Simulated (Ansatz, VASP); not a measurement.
**One calculation of BaTiO3, two programs**

The input INCAR:

```
SYSTEM = BaTiO3
  PREC = Accurate
  ENCUT = 520
  EDIFF = 1E-8
  ISMEAR = -1
  SIGMA = 0.03
  LREAL = .False.
  LASPH = .True.
  NELM = 60
  ALGO = Normal
  ISIF = 2
  LWAVE = .False.
  LCHARG = .False.
  GGA = PE
  LEFG = .True.
  NBANDS = 28
```

KPOINTS

```
regular mesh
0
Gamma
  7 7 7
  0 0 0
```

POSCAR

```
BaTiO3
1.0
    3.9998000000      0.0000000000      0.0000000000
    0.0000000000      3.9998000000      0.0000000000
    0.0000000000      0.0000000000      3.8974600000
Ba Ti O
1 1 3
Direct
    0.0000000000      0.0000000000      0.0000000000
    0.5000000000      0.5000000000      0.5000000000
    0.5000000000      0.5000000000      0.0000000000
    0.5000000000      0.0000000000      0.5000000000
    0.0000000000      0.5000000000      0.5000000000
```

Input for Ansatz:

```yaml
crystal:
  lattice:
    - [3.9998, 0.0, 0.0]
    - [0.0, 3.9998, 0.0]
    - [0.0, 0.0, 3.89746]
  atoms:
    - { symbol: Ba, position: [0.0, 0.0, 0.0] }
    - { symbol: Ti, position: [0.5, 0.5, 0.5] }
    - { symbol: O, position: [0.5, 0.5, 0.0] }
    - { symbol: O, position: [0.5, 0.0, 0.5] }
    - { symbol: O, position: [0.0, 0.5, 0.5] }
kpoints:
  mp_grid: { grid: [7, 7, 7] }
scf:
  occupations: { method: fermi_dirac, width: 0.03 }
hamiltonian:
  xc: pbe
  pseudopotentials: { kind: paw }
output:
  forces: true
  stress: true
  eigenvalues: true
  efg: { contact_densities: true }
```

Change from the starting cell: zz strain of -3 %, PAW files.

Alike in both runs: task electric field gradients; functional PBE; k mesh 7 × 7 × 7; occupations fermi-dirac, width 0.03 eV; no spin polarisation.

|  | VASP | Ansatz |
| --- | --- | --- |
| version | VASP 6.6.1 | Ansatz 0.2.0 |
| potentials or method | VASP PAW PBE potentials, release 64 (Ba_sv, Ti_sv, O) | PAW with Ansatz's default frozen-core files, scalar-relativistic |
| plane-wave cutoff (eV) | 520 | 420 |
| valence electrons in the cell | 40 | 40 |

|  | VASP | Ansatz | Ansatz less VASP |
| --- | --- | --- | --- |
| gap on the k mesh at the Fermi level (eV) | 1.82 | 1.89 | +0.070 |
| pressure (GPa) | 9.4 | 7.4 | -1.98 |
| traceless stress, the component that is largest in VASP (GPa) | 4.00 | 3.87 | -0.122 |
| size of Vzz on the site where it differs most (V/Å²) | 14.0 | 15.2 | +1.24 |

Neither program's run includes spin-orbit coupling.
